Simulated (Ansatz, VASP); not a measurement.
This is a calculation of BaTiO3 for VASP 6.6.1.

Contents of INCAR:

```
PREC     = Accurate       # precision mode
ENCUT    = 910            # plane-wave cutoff, eV
EDIFF    = 1E-6           # SCF threshold, eV
ISMEAR   = -1             # smearing method
SIGMA    = 0.05           # smearing width, eV
LREAL    = False          # projectors in reciprocal space
LASPH    = True           # aspherical terms in the spheres
NELM     = 120            # most SCF steps
ALGO     = Normal         # electronic algorithm
ISIF     = 2              # what is computed and relaxed
LWAVE    = False          # write WAVECAR
LCHARG   = True           # write CHGCAR
GGA      = RP             # functional
IVDW     = 12             # dispersion correction
LELF     = True           # ELF
LVHAR    = True         
NBANDS   = 28             # bands
GGA_COMPAT= False
```

Contents of KPOINTS:

```
Automatic mesh
0
Gamma
  7 7 7
```

File POSCAR:

```
BaTiO3
1.0
    3.9457420220      0.0000000000      0.0000000000
    0.0000000000      3.9457420220      0.0000000000
    0.0000000000      0.0000000000      3.9636960459
Ba Ti O
1 1 3
Direct
    0.0000000000      0.0000000000      0.0000000000
    0.5000000000      0.5000000000      0.4900000000
    0.0000000000      0.5000000000      0.5170000000
    0.5000000000      0.0000000000      0.5170000000
    0.5000000000      0.5000000000      0.0190000000
```

Potentials or basis: VASP PAW PBE potentials, release 64 (Ba_sv, Ti_sv, O_h).

Run with:

```sh
$ cat potpaw_PBE.64/Ba_sv/POTCAR potpaw_PBE.64/Ti_sv/POTCAR potpaw_PBE.64/O_h/POTCAR > POTCAR
$ mpirun -np 1 vasp_std > vasp.out
```

Problem. Translate it to Ansatz 0.2.0. Potentials there: Ansatz PAW.

Solution. As run (the cutoff follows the program's own potentials):

Contents of input.yaml:

```yaml
crystal:
  lattice:
    - [3.945742022, 0.0, 0.0]
    - [0.0, 3.945742022, 0.0]
    - [0.0, 0.0, 3.9636960459]
  atoms:
    - { symbol: Ba, position: [0.0, 0.0, 0.0] }
    - { symbol: Ti, position: [0.5, 0.5, 0.49] }
    - { symbol: O, position: [0.0, 0.5, 0.517] }
    - { symbol: O, position: [0.5, 0.0, 0.517] }
    - { symbol: O, position: [0.5, 0.5, 0.019] }
hamiltonian:
  xc: rpbe
  pseudopotentials: { kind: paw }
  dispersion: d3bj
kpoints:
  mp_grid: { grid: [7, 7, 7] }
scf:
  occupations: { method: fermi_dirac, width: 0.05 }
output:
  forces: true
  stress: true
  eigenvalues: true
```

Potentials or basis: Ansatz PAW.

Run with:

```sh
$ ansatz run input.yaml --threads 2 --pin off --max-ram 5120MiB --backend cpu --events-out ev --progress --plain --runs-dir out
```

Both were run:

|  | VASP | Ansatz | Ansatz less VASP |
| --- | --- | --- | --- |
| gap on the k mesh at the Fermi level (eV) | 2.00 | 2.06 | +0.065 |
| least direct gap on the mesh (eV) | 2.15 | 2.18 | +0.024 |
| rms of the force components (eV/Å) | 0.060 | 0.050 | -0.0106 |

VASP's potentials were made for PBE, not for RPBE. Atom by atom the forces differ by 0.013 eV/Å (rms over components).

Neither program's run includes spin-orbit coupling. Noted on VASP's run: the cutoff is short for stress, so the pressure is rough. Noted on Ansatz's run: odd divisions of the mesh miss points on the zone boundary, where band edges often lie, so the gap on the mesh can be too wide.
